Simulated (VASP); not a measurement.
# Se (P3_121) in VASP: notebook, part 2 of 2

VASP 6.6.1. Earlier steps stand in the parts before.

## (4) Single point, r2SCAN

This run uses another cell than the first one, of 29.24 Å³/atom.

Contents of POSCAR:

```
Se
1.0
    4.5045240272      0.0000000000      0.0000000000
   -2.2522620136      3.9010322395      0.0000000000
    0.0000000000      0.0000000000      4.9915845546
Se
3
Direct
    0.2171535445      0.0000000000      0.3333333333
    0.0000000000      0.2171535445      0.6666666667
    0.7828464555      0.7828464555      0.0000000000
```

Contents of INCAR.step1:

```
  PREC = Accurate
  ENCUT = 520
  ISMEAR = 0
  SIGMA = 0.02
  LREAL = False
  LASPH = True
  NELM = 100
  NBANDS = 16
  GGA = PE
  ALGO = Normal
  EDIFF = 1E-4
  LWAVE = True
  LCHARG = False
```

Contents of INCAR.step2:

```
  PREC = Accurate
  ENCUT = 520
  EDIFF = 1E-6
  ISMEAR = 0
  SIGMA = 0.02
  LREAL = False
  LASPH = True
  NELM = 100
  ALGO = Normal
  ISIF = 2
  LWAVE = False
  LCHARG = True
  METAGGA = R2SCAN
  LMIXTAU = True
  LELF = True
  LVHAR = True
  NBANDS = 16
  ISTART = 1
```

Contents of KPOINTS:

```
Automatic mesh
0
Gamma
  6 6 6
```

Started as:

```sh
> cat potpaw_PBE.64/Se/POTCAR > POTCAR
> cp INCAR.step1 INCAR
> mpirun -np 1 vasp_std > vasp.out
> cp INCAR.step2 INCAR
> mpirun -np 1 vasp_std > vasp.out
```

Wall time 6.2 min (1 thread of AMD EPYC 7R43 (Zen 3), shared host); peak memory 0.2 GiB.

It converged, with:

- Free energy: -42.9281 eV
- Pressure: 0.0 GPa
- Band gap on the k mesh: 1.31 eV (least direct gap 1.58 eV)

Levels at points of the mesh, in eV from the valence-band top:
```
           k point  band 6  band 7  band 8  band 9  band 10  band 11  band 12  band 13
(0.00, 0.00, 0.00)   -3.66   -2.07   -2.07   -0.40     2.25     2.25     2.58     6.46
(0.50, 0.00, 0.00)   -3.29   -2.74   -1.87   -0.97     2.31     2.76     4.22     6.03
(0.00, 0.00, 0.50)   -3.48   -1.45   -1.45   -1.08     1.55     1.64     1.64     7.00
(0.50, 0.00, 0.50)   -4.22   -1.66   -1.23    0.00     1.81     2.90     3.28     6.72
```

Caveat: the PAW data sets were made with another functional, which shifts forces and pressure a little. r2SCAN opens gaps a little over a GGA but as a rule still falls short of measured ones.

## (5) Single point, r2SCAN

This run uses another cell than the first one, of 29.24 Å³/atom.

POSCAR is that of step 4.

Contents of INCAR.step1:

```
SYSTEM = Se
PREC = Accurate
ENCUT = 520
ISMEAR = 0
SIGMA = 0.02
LREAL = .FALSE.
LASPH = .TRUE.
NELM = 60
NBANDS = 16
GGA = PE
ALGO = Normal
EDIFF = 1E-4
LWAVE = .TRUE.
LCHARG = .FALSE.
```

Contents of INCAR.step2:

```
SYSTEM = Se
PREC = Accurate
ENCUT = 520
EDIFF = 1E-6
ISMEAR = 0
SIGMA = 0.02
LREAL = .FALSE.
LASPH = .TRUE.
NELM = 60
ALGO = Normal
ISIF = 2
LWAVE = .FALSE.
LCHARG = .FALSE.
METAGGA = R2SCAN
LMIXTAU = .TRUE.
NBANDS = 16
ISTART = 1
```

Contents of KPOINTS:

```
Automatic mesh
0
G
  6 6 6
  0 0 0
```

Started as:

```sh
> cat potpaw_PBE.64/Se/POTCAR > POTCAR
> cp INCAR.step1 INCAR
> mpirun -np 1 vasp_std > vasp.out
> cp INCAR.step2 INCAR
> mpirun -np 1 vasp_std > vasp.out
```

It took 6.4 min on 1 thread of AMD EPYC 7R43 (Zen 3), shared host; peak memory 0.2 GiB.

The run converged. Its results:

```yaml
Free_energy: -42.9281 eV
Pressure: 0.0 GPa
Band_gap_on_the_k_mesh: 1.31 eV (least direct gap 1.58 eV)
```

Levels at points of the mesh, in eV from the valence-band top:
```csv
k point,band 7,band 8,band 9,band 10,band 11,band 12
"(0.00, 0.00, 0.00)",-2.07,-2.07,-0.40,2.25,2.25,2.58
"(0.50, 0.00, 0.00)",-2.74,-1.87,-0.97,2.31,2.76,4.22
"(0.00, 0.00, 0.50)",-1.45,-1.45,-1.08,1.55,1.64,1.64
"(0.50, 0.00, 0.50)",-1.66,-1.23,0.00,1.81,2.90,3.28
```

Caveat: the PAW data sets were made with another functional, which shifts forces and pressure a little. A k mesh can miss the band edges.

## (6) Single point, r2SCAN (30.11 Å³/atom)

This run uses another cell than the first one, of 30.11 Å³/atom.

Contents of POSCAR:

```
Se
1.0
    4.5730135319      0.0000000000      0.0000000000
   -2.2865067660      3.9603458905      0.0000000000
    0.0000000000      0.0000000000      4.9884830342
Se
3
Direct
    0.2135176012      0.0000000000      0.3333333333
    0.0000000000      0.2135176012      0.6666666667
    0.7864823988      0.7864823988      0.0000000000
```

Contents of INCAR.step1:

```
SYSTEM = Se
ALGO     = Normal         ! electronic algorithm
EDIFF    = 1E-4           ! SCF threshold, eV
ENCUT    = 520            ! plane-wave cutoff, eV
GGA      = PE             ! functional
ISMEAR   = 0              ! smearing method
LASPH    = .TRUE.         ! aspherical terms in the spheres
LCHARG   = .FALSE.        ! write CHGCAR
LREAL    = .FALSE.        ! projectors in reciprocal space
LWAVE    = .TRUE.         ! write WAVECAR
NBANDS   = 16             ! bands
NELM     = 80             ! most SCF steps
PREC     = Accurate       ! precision mode
SIGMA    = 0.02           ! smearing width, eV
```

Contents of INCAR.step2:

```
SYSTEM = Se
ALGO     = Normal         ! electronic algorithm
EDIFF    = 1E-6           ! SCF threshold, eV
ENCUT    = 520            ! plane-wave cutoff, eV
ISIF     = 2              ! what is computed and relaxed
ISMEAR   = 0              ! smearing method
ISTART   = 1            
LASPH    = .TRUE.         ! aspherical terms in the spheres
LCHARG   = .FALSE.        ! write CHGCAR
LMIXTAU  = .TRUE.       
LREAL    = .FALSE.        ! projectors in reciprocal space
LWAVE    = .FALSE.        ! write WAVECAR
METAGGA  = R2SCAN         ! meta-GGA
NBANDS   = 16             ! bands
NELM     = 80             ! most SCF steps
PREC     = Accurate       ! precision mode
SIGMA    = 0.02           ! smearing width, eV
```

Contents of KPOINTS:

```
k-points
0
G
  6 6 6
  0 0 0
```

Potentials or basis: VASP PAW PBE potentials, release 64 (Se).

Started as:

```sh
> cat potpaw_PBE.64/Se/POTCAR > POTCAR
> cp INCAR.step1 INCAR
> mpirun -np 1 vasp_std > vasp.out
> cp INCAR.step2 INCAR
> mpirun -np 1 vasp_std > vasp.out
```

Run time: 7 min. Hardware: 1 thread of AMD EPYC 7R43 (Zen 3), shared host; peak memory 0.19 GiB.

The run converged. Its results:

| Item | Value |
| --- | --- |
| Free energy | -42.9262 eV |
| Pressure | -0.3 GPa |
| Largest force | 0.007 eV/Å |
| Band gap on the k mesh | 1.38 eV (least direct gap 1.65 eV) |

Forces in eV/Å, atoms in the order of the input:
```
Se   0.007  0.000  0.000
Se  -0.004  0.006  0.000
Se  -0.004 -0.006  0.000
```

Stress tensor (GPa, compression positive):
```
-0.23  0.00  0.00
 0.00 -0.23  0.00
 0.00  0.00 -0.34
```

Levels at points of the mesh, in eV from the valence-band top:
```tsv
k point	band 6	band 7	band 8	band 9	band 10	band 11	band 12	band 13
(0.00, 0.00, 0.00)	-3.58	-2.05	-2.05	-0.38	2.33	2.33	2.66	6.34
(0.50, 0.00, 0.00)	-3.19	-2.64	-1.87	-0.92	2.38	2.84	4.18	6.19
(0.00, 0.00, 0.50)	-3.48	-1.39	-1.39	-1.01	1.61	1.72	1.72	7.09
(0.50, 0.00, 0.50)	-4.17	-1.55	-1.13	0.00	1.83	2.89	3.33	6.75
```

Caveat: the PAW data sets were made with another functional, which shifts forces and pressure a little. A k mesh can miss the band edges.

## (7) Summary

```csv
cell,gap on the mesh (eV),pressure (GPa)
"a = 4.360, b = 4.360, c = 5.009 Å, angles 90.0, 90.0, 120.0°, 3 atoms, atomic positions A",1.17,0.7
"a = 4.435, b = 4.435, c = 4.996 Å, angles 90.0, 90.0, 120.0°, 3 atoms, atomic positions B",1.25,0.3
"a = 4.505, b = 4.505, c = 4.992 Å, angles 90.0, 90.0, 120.0°, 3 atoms, atomic positions C",1.31,0.0
"a = 4.573, b = 4.573, c = 4.988 Å, angles 90.0, 90.0, 120.0°, 3 atoms, atomic positions D",1.38,-0.3
```

Alike in all rows: task single point; level r2SCAN; potentials or basis VASP PAW PBE potentials, release 64 (Se); no spin polarisation; k mesh 6 × 6 × 6; cutoff (eV) 520; smearing gaussian 0.02 eV.

Caveats: the PAW data sets were made with another functional, which shifts forces and pressure a little.

Total energies depend on the potentials used, so only differences within one code and one set of settings carry meaning.
